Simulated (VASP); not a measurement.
The system is Ta2Si.

```xyz
6
Lattice="-3.0878 3.0878 2.5236 3.0878 -3.0878 2.5236 3.0878 3.0878 -2.5236" Properties=species:S:1:pos:R:3 pbc="T T T"
Si    0.0000    0.0000    1.2618
Si    0.0000    0.0000    3.7855
Ta    2.0775    1.0103    2.5236
Ta   -1.0103    2.0775    2.5236
Ta    1.0103    2.0775    0.0000
Ta    4.0980    1.0103    0.0000
```

| Item | Value |
| --- | --- |
| Program | VASP 6.6.1 |
| Task | relaxation of cell and atoms |
| Functional | PBEsol |
| Potentials or basis | VASP PAW PBE potentials, release 64 (Si, Ta_pv) |
| Cutoff | 500 eV |
| k mesh | 10 × 10 × 10 |
| Occupations | gaussian, width 0.1 eV |
| Spin | no spin polarisation |

At the start: pressure -2.9 GPa; volume 16.04 Å³/atom.

Where does the relaxation end?

Over 8 steps the energy falls by 2.1 meV/atom and the volume is 15.83 Å³/atom (-1.3 %); space group I4/mcm (No. 140, to 0.1 Å) before and after.

The path:
| step | energy change (eV) | largest force (eV/Å) | pressure (GPa) | volume (Å³) |
| --- | --- | --- | --- | --- |
| 1 | 0.0000 | 0.0668 | -2.86 | 96.24 |
| 2 | 0.0454 | 0.0923 | 7.06 | 92.31 |
| 3 | -0.0119 | 0.0760 | 0.06 | 95.00 |
| 4 | -0.0119 | 0.0761 | 0.12 | 94.97 |
| 5 | -0.0128 | 0.0099 | 0.05 | 94.99 |
| 6 | -0.0128 | 0.0028 | 0.04 | 94.99 |
| 7 | -0.0128 | 0.0002 | -0.08 | 95.04 |
| 8 | -0.0128 | 0.0019 | 0.00 | 95.01 |

Final structure:
```
CELL_PARAMETERS angstrom
-3.06977 3.06977 2.52048
3.06977 -3.06977 2.52048
3.06977 3.06977 -2.52048
ATOMIC_POSITIONS crystal
Si 0.25000 0.25000 0.00000
Si 0.75000 0.75000 0.00000
Ta 0.66306 0.83694 0.50000
Ta 0.83694 0.33694 0.17389
Ta 0.33694 0.16306 0.50000
Ta 0.16306 0.66306 0.82611
```

Caveat: the PAW data sets were made with another functional, which shifts forces and pressure a little.
